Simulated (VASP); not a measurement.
# Si2W (I4/mmm) in VASP: notebook

The runs below take Si2W through electric field gradients, with PBEsol.

All numbers are computed with VASP 6.6.1; they aren't measurements. Logs are shortened: lines on timing, memory, paths and dates and some standing lists are left out, and cuts for length are marked.

### 1 The cell of the first run

The structure is tetragonal, space group I4/mmm (No. 139). Conventional cell: a = 3.212 Å, b = 3.212 Å, c = 7.959 Å, α = 90.00°, β = 90.00°, γ = 90.00°. Within 3.5 Å of Si (site symmetry 4mm) lie 9 Si at 2.63 to 3.21 Å and 5 W at 2.63 to 2.65 Å. Within 3.5 Å of W (site symmetry 4/mmm) lie 10 Si at 2.63 to 2.65 Å and 4 W at 3.21 Å.

### 2 Electric field gradients, PBEsol (zz strain of +1 %)

INCAR reads:

```
SYSTEM = Si2W
  PREC = Accurate
  ENCUT = 520
  EDIFF = 1E-8
  ISMEAR = -1
  SIGMA = 0.03
  LREAL = .False.
  LASPH = .True.
  NELM = 100
  ALGO = Normal
  ISIF = 2
  LWAVE = .False.
  LCHARG = .False.
  GGA = PS
  LEFG = .True.
  NBANDS = 18
```

KPOINTS reads:

```
Automatic mesh
0
Gamma
  18 18 18
  0 0 0
```

POSCAR reads:

```
Si2W
1.0
   -1.6060000000      1.6060000000      3.9794000000
    1.6060000000     -1.6060000000      3.9794000000
    1.6060000000      1.6060000000     -3.9794000000
Si W
2 1
Direct
    0.3330000000      0.3330000000      0.0000000000
    0.6670000000      0.6670000000      0.0000000000
    0.0000000000      0.0000000000      0.0000000000
```

Potentials or basis: VASP PAW PBE potentials, release 64 (Si, W_sv).

Run with:

```bash
$ cat potpaw_PBE.64/Si/POTCAR potpaw_PBE.64/W_sv/POTCAR > POTCAR
$ mpirun -np 1 vasp_std > vasp.out
```

OUTCAR:

```text
SYSTEM = Si2W
   PREC = Accurate
   ENCUT = 520
   EDIFF = 1E-8
   ISMEAR = -1
   LREAL = .False.
   LASPH = .True.
   NELM = 100
   ISIF = 2
   GGA = PS

 ion  position               nearest neighbor table
   1  0.333  0.333  0.000-   2 2.63   2 2.63   2 2.63   2 2.63   3 2.63   3 2.63   3 2.63   3 2.63
                             3 2.65   2 2.66
   2  0.667  0.667  0.000-   1 2.63   1 2.63   1 2.63   1 2.63   3 2.63   3 2.63   3 2.63   3 2.63
                             3 2.65   1 2.66
   3  0.000  0.000  0.000-   2 2.63   2 2.63   2 2.63   1 2.63   2 2.63   1 2.63   1 2.63   1 2.63
                             1 2.65   2 2.65

  LATTYP: Found a body centered tetragonal cell.
 ALAT       =     3.2120000000
 C/A-ratio  =     2.4778331258

  Lattice vectors:

 A1 = (  -1.6060000000,   1.6060000000,   3.9794000000)
 A2 = (   1.6060000000,  -1.6060000000,   3.9794000000)
 A3 = (   1.6060000000,   1.6060000000,  -3.9794000000)

Analysis of symmetry for initial positions (statically):
=====================================================================
 Subroutine PRICEL returns:
 Original cell was already a primitive cell.

 Routine SETGRP: Setting up the symmetry group for a
 body centered tetragonal supercell.

 Subroutine GETGRP returns: Found 16 space group operations
 (whereof 16 operations were pure point group operations)
 out of a pool of 16 trial point group operations.

The static configuration has the point symmetry D_4h.

Analysis of symmetry for dynamics (positions and initial velocities):
=====================================================================
 Subroutine PRICEL returns:
 Original cell was already a primitive cell.

 Routine SETGRP: Setting up the symmetry group for a
 body centered tetragonal supercell.

 Subroutine GETGRP returns: Found 16 space group operations
 (whereof 16 operations were pure point group operations)
 out of a pool of 16 trial point group operations.

The dynamic configuration has the point symmetry D_4h.

 Subroutine INISYM returns: Found 16 space group operations
 (whereof 16 operations are pure point group operations),
 and found     1 'primitive' translations

----------------------------------------------------------------------------------------

                                     Primitive cell

  volume of cell :      41.0552

  direct lattice vectors                    reciprocal lattice vectors
    -1.606000000  1.606000000  3.979400000     0.000000000  0.311332503  0.125647082
     1.606000000 -1.606000000  3.979400000     0.311332503  0.000000000  0.125647082
     1.606000000  1.606000000 -3.979400000     0.311332503  0.311332503  0.000000000

  length of vectors
     4.581931510  4.581931510  4.581931510     0.335730721  0.335730721  0.440290648

  position of ions in fractional coordinates (direct lattice)
     0.333000000  0.333000000  0.000000000
     0.667000000  0.667000000  0.000000000
     0.000000000  0.000000000  0.000000000

  ion indices of the primitive-cell ions
   primitive index   ion index
                 1           1
                 2           2
                 3           3

----------------------------------------------------------------------------------------

 KPOINTS: Automatic mesh

Automatic generation of k-mesh.
 Grid dimensions read from file:
 generate k-points for:   18   18   18

 Generating k-lattice:

  Cartesian coordinates                     Fractional coordinates (reciprocal lattice)
     0.000000000  0.017296250  0.006980393     0.055555556  0.000000000 -0.000000000
     0.017296250  0.000000000  0.006980393     0.000000000  0.055555556 -0.000000000
     0.017296250  0.017296250  0.000000000     0.000000000  0.000000000  0.055555556

  Length of vectors
     0.018651707  0.018651707  0.024460592

  Shift w.r.t. Gamma in fractional coordinates (k-lattice)
     0.000000000  0.000000000  0.000000000

 Subroutine IBZKPT returns following result:
 ===========================================

 Found    480 irreducible k-points:

 Following reciprocal coordinates:
            Coordinates               Weight
  0.000000  0.000000  0.000000      1.000000
  0.055556 -0.000000  0.000000      8.000000
  0.111111 -0.000000  0.000000      8.000000
  0.166667 -0.000000  0.000000      8.000000
  0.222222 -0.000000  0.000000      8.000000
  0.277778 -0.000000  0.000000      8.000000
[... 16 lines left out ...]
 -0.277778  0.055556 -0.000000     16.000000
 -0.222222  0.055556 -0.000000     16.000000
 [... further k-points ...]
   k-points           NKPTS =    480   k-points in BZ     NKDIM =    480   number of bands    NBANDS=     18
   number of dos      NEDOS =    301   number of ions     NIONS =      3
   total plane-waves  NPLWV =  46656
   dimension x,y,z NGX =    36 NGY =   36 NGZ =   36
   dimension x,y,z NGXF=    72 NGYF=   72 NGZF=   72
   ions per type =               2   1
   NGX,Y,Z   is equivalent  to a cutoff of  13.06, 13.06, 13.06 a.u.
   NGXF,Y,Z  is equivalent  to a cutoff of  26.12, 26.12, 26.12 a.u.
 SYSTEM =  Si2W
   PREC   = accura    normal or accurate (medium, high low for compatibility)
   ISTART =      0    job   : 0-new  1-cont  2-samecut
   ICHARG =      2    charge: 1-file 2-atom 10-const
   ISPIN  =      1    spin polarized calculation?
   LNONCOLLINEAR =      F non collinear calculations
   LSORBIT =      F    spin-orbit coupling
   LASPH  =      T    aspherical Exc in radial PAW
   ENCUT  =  520.0 eV  38.22 Ry    6.18 a.u.   8.52  8.52  8.52*2*pi/ulx,y,z
   NELM   =    100;   NELMIN=  2; NELMDL= -5     # of ELM steps
   EDIFF  = 0.1E-07   stopping-criterion for ELM
   LREAL  =      F    real-space projection
   EDIFFG = 0.1E-06   stopping-criterion for IOM
   NSW    =      0    number of steps for IOM
   IBRION =     -1    ionic relax: 0-MD 1-quasi-New 2-CG
   NFREE  =      0    steps in history (QN), initial steepest desc. (CG)
   ISIF   =      2    stress and relaxation
   ISYM   =      2    0-nonsym 1-usesym 2-fastsym
   POTIM  = 0.5000    time-step for ionic-motion
   TEBEG  =    0.0;   TEEND  =   0.0 temperature during run
   PSTRESS=    0.0 pullay stress
   NELECT =      22.0000    total number of electrons
   NUPDOWN=      -1.0000    fix difference up-down
   EMIN   =  10.00;   EMAX   =-10.00  energy-range for DOS
   EFERMI =   0.00;   METHOD = LEGACY
   ISMEAR =    -1;   SIGMA  =   0.03  broadening in eV -4-tet -1-fermi 0-gaus
   EFERMI_NEDOS =   21; number of points for ismear=-14 and -15
   IALGO  =     38    algorithm
   IMIX   =      4    mixing-type and parameters
     AMIX     =   0.40;   BMIX     =  1.00
     AMIX_MAG =   1.60;   BMIX_MAG =  1.00
  volume/ion in A,a.u.               =      13.69        92.35
  Fermi-wavevector in a.u.,A,eV,Ry     =   1.329718  2.512802 24.057136  1.768150
  Thomas-Fermi vector in A             =   2.458859
   LORBIT       =      0    0 simple, 1 ext, 2 COOP (PROOUT), +10 PAW based schemes
   GGA     = PS    functional components
   LHFCALC =     F    Hartree Fock is set to
   AEXX    =    0.0000 exact exchange contribution
   IVDW    =     0    specifies the selected vdW correction
   LEPSILON=     F    determine dielectric tensor
   LRPA    =     F    only Hartree local field effects (RPA)
 non-spin polarized calculation
  energy-cutoff  :      520.00
  volume of cell :       41.06
 maximum number of plane-waves:      1136
 NGX is ok and might be reduce to    36
   NGX = 17   NGY = 17   NGZ = 17

 number of electron      22.0000001 magnetization

 Free energy of the ion-electron system (eV)
  ---------------------------------------------------
  ext. energy  EPLUGINS =         0.00000000
  ---------------------------------------------------
  free energy    TOTEN  =       -26.61175429 eV

  energy without entropy =      -26.61087508  energy(sigma->0) =      -26.61131468

 E-fermi :  11.6698     XC(G=0): -12.5371

 val. band max:       11.6649384191   @ k =   0.2778   0.2222   0.2222
 cond. band min:      11.7010943213   @ k =  -0.4444   0.5000   0.2778
 fundamental gap:      0.0361559022
 Fermi energy:        11.6697620662

 k-point     1 :       0.0000    0.0000    0.0000
  band No.  band energies     occupation
      1     -62.1918      2.00000
      2     -26.4623      2.00000
      3     -26.4062      2.00000
      4     -26.4062      2.00000
      5      -2.3152      2.00000
      6       4.8859      2.00000
[... 10 lines left out ...]
     17      17.1164      0.00000
     18      17.1164      0.00000
[... 466 lines left out ...]
      2     -26.4957      2.00000
      3     -26.4538      2.00000
      4     -26.4044      2.00000
      5      -1.4142      2.00000
      6       4.9925      2.00000
[... 10 lines left out ...]
     17      17.9563      0.00000
     18      19.8008      0.00000

 [... further k-points ...]
[... 5 lines left out ...]
  --------------------------------------------------------------------------------------
  -------------------------------------------------------------------------------------
  Total       -0.8309869     -0.8309869     -2.5781759      0.0000000      0.0000000      0.0000000
  in kB      -32.4291879    -32.4291879   -100.6130846      0.0000000      0.0000000      0.0000000
  external PRESSURE =     -55.1571535 kB  Pullay stress =       0.0000000 kB

 VOLUME and BASIS-vectors are now :
 -----------------------------------------------------------------------------
  energy-cutoff  :      520.00
  volume of cell :       41.06
      direct lattice vectors                 reciprocal lattice vectors
    -1.606000000  1.606000000  3.979400000     0.000000000  0.311332503  0.125647082
     1.606000000 -1.606000000  3.979400000     0.311332503  0.000000000  0.125647082
     1.606000000  1.606000000 -3.979400000     0.311332503  0.311332503  0.000000000

 POSITION                                       TOTAL-FORCE (eV/Angst)
 -----------------------------------------------------------------------------------
      0.00000      0.00000      2.65028         0.000000      0.000000      0.293482
      0.00000      0.00000      5.30852        -0.000000     -0.000000     -0.293482
      0.00000      0.00000      0.00000        -0.000000     -0.000000     -0.000000
 -----------------------------------------------------------------------------------
    total drift:                                0.000000      0.000000     -0.000000

  FREE ENERGIE OF THE ION-ELECTRON SYSTEM (eV)
  ---------------------------------------------------
  free  energy   TOTEN  =       -26.6117542891 eV

  energy  without entropy=      -26.6108750789  energy(sigma->0) =      -26.61131468

 Electric field gradients (V/A^2)
---------------------------------------------------------------------
 ion       V_xx      V_yy      V_zz      V_xy      V_xz      V_yz
---------------------------------------------------------------------
   1       3.607     3.607    -7.214    -0.000    -0.000    -0.000
   2       3.607     3.607    -7.214    -0.000    -0.000    -0.000
   3      50.398    50.398  -100.796    -0.000    -0.000    -0.000
---------------------------------------------------------------------

 Electric field gradients after diagonalization (V/A^2)
 (convention: |V_zz| > |V_xx| > |V_yy|)
----------------------------------------------------------------------
 ion       V_xx      V_yy      V_zz     asymmetry (V_yy - V_xx)/ V_zz
----------------------------------------------------------------------
   1       3.607     3.607    -7.214       0.000
   2       3.607     3.607    -7.214       0.000
   3      50.398    50.397  -100.796       0.000
----------------------------------------------------------------------

           NMR quadrupolar parameters

 Cq : quadrupolar parameter    Cq=e*Q*V_zz/h
 eta: asymmetry parameters     (V_yy - V_xx)/ V_zz
 Q  : nuclear electric quadrupole moment in mb (millibarn)
----------------------------------------------------------------------
 ion       Cq(MHz)       eta       Q (mb)
----------------------------------------------------------------------
   1      -0.017       0.000       1.000
   2      -0.017       0.000       1.000
   3      -0.244       0.000       1.000
----------------------------------------------------------------------
```

Wall time 8.3 min (1 thread of Intel Xeon Platinum 8259CL at 2.50GHz (Skylake/Cascade Lake), shared host); peak memory 0.47 GiB.

What came out:

| Item | Value |
| --- | --- |
| Free energy | -26.6118 eV |
| Pressure | -5.5 GPa |
| Largest force | 0.293 eV/Å |
| Band gap on the k mesh | zero (band 11 reaches 12.48 eV, above the bottom of band 12 at 11.11 eV) |

Forces on the atoms (eV/Å):
```
Si   0.000  0.000  0.293
Si   0.000  0.000 -0.293
W    0.000  0.000  0.000
```

Stress tensor (GPa, compression positive):
```
 -3.24   0.00   0.00
  0.00  -3.24   0.00
  0.00   0.00 -10.06
```

Levels at points of the mesh, in eV from the Fermi level:
| k point | band 7 | band 8 | band 9 | band 10 | band 11 | band 12 | band 13 | band 14 | band 15 | band 16 |
| --- | --- | --- | --- | --- | --- | --- | --- | --- | --- | --- |
| (0.00, 0.00, 0.00) | -3.97 | -3.29 | -2.77 | -2.77 | 0.72 | 2.69 | 2.89 | 3.24 | 3.24 | 4.38 |
| (0.50, 0.00, 0.00) | -5.72 | -4.82 | -2.80 | -2.62 | -0.40 | 2.71 | 2.78 | 3.80 | 4.14 | 5.14 |
| (0.50, 0.50, 0.00) | -5.97 | -5.54 | -4.99 | -3.31 | -1.67 | 2.51 | 2.97 | 3.07 | 3.59 | 4.28 |
| (0.50, 0.50, 0.50) | -3.77 | -2.61 | -0.78 | -0.78 | -0.52 | -0.52 | 0.87 | 4.11 | 4.64 | 5.92 |

Electric field gradients, principal values (V/Å²):
```tsv
atom	least	middle	greatest (by size)
1 Si	3.607	3.607	-7.214
2 Si	3.607	3.607	-7.214
3 W	50.397	50.398	-100.796
```

Caveat: the cell differs from its parent crystal (zz strain of +1 %); without QUAD_EFG the Cq values of the log hold for a quadrupole moment of 1 mb, not for the nuclei; the PAW data sets were made with another functional, which shifts forces and pressure a little; spin-orbit coupling is left out, which moves the levels of the heavy elements.

(Continued in part 2 of 2.)
